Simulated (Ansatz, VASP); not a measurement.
# CaO: VASP beside Ansatz

```
Ca O
1.0
     3.37895    0.00000    0.00000
    -1.68947    2.92626    0.00000
     0.00000    0.00000    5.92541
Ca O
2 2
Cartesian
  0.0000 0.0000 0.0000
  0.0000 0.0000 2.9627
  0.0000 1.9508 1.4814
  1.6895 0.9754 4.4441
```

Alike in both runs: task single point; functional PBE; k mesh 9 × 9 × 4; no spin polarisation.

|  | VASP | Ansatz |
| --- | --- | --- |
| version | VASP 6.6.1 | Ansatz 0.2.0 |
| potentials or method | VASP PAW PBE potentials, release 64 (Ca_sv, O) | plane waves, PAW |
| plane-wave cutoff (eV) | 520 | 420 |
| occupations | gaussian, width 0.01 eV | fixed |
| valence electrons in the cell | 32 | 32 |

Ansatz gave:

- gap on the k mesh at the Fermi level (eV): 3.73
- pressure (GPa): -2.8
- traceless stress, the component that is largest in VASP (GPa): -0.18

Question: Estimate VASP's values.

Answer: gap on the k mesh at the Fermi level (eV): 3.72; pressure (GPa): -2.3; traceless stress, the component that is largest in VASP (GPa): -0.10.
